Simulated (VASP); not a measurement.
Input of a VASP 6.6.1 run:

INCAR

```
SYSTEM = Fe
  ALGO = Normal
  EDIFF = 1E-7
  ENCUT = 520
  GGA = PE
  ISIF = 2
  ISMEAR = 0
  LASPH = .TRUE.
  LCHARG = .FALSE.
  LREAL = .FALSE.
  LWAVE = .FALSE.
  NBANDS = 15
  NELM = 60
  PREC = Accurate
  SIGMA = 0.05
```

KPOINTS

```
k-points
0
G
  18 18 10
  0 0 0
```

POSCAR

```
Fe
1.0
    2.5248651795      0.0000000000      0.0000000000
   -1.2624325897      2.1865973866      0.0000000000
    0.0000000000      0.0000000000      4.3740008733
Fe
2
Direct
    0.3333333333      0.6666666667      0.7500000000
    0.6666666667      0.3333333333      0.2500000000
```

Potentials or basis: VASP PAW PBE potentials, release 64 (Fe).

Command:

```console
$ cat potpaw_PBE.64/Fe/POTCAR > POTCAR
$ mpirun -np 1 vasp_std > vasp.out
```

(1) What does it give for the pressure?

(2) Predict the band gap on the k mesh.

Answers

(1) -31.8 GPa.

(2) zero (bands 8 and 9 overlap by 1.30 eV).

Caveat: the cell stands under tension; the run has no spin polarisation, though such a crystal can be magnetic.
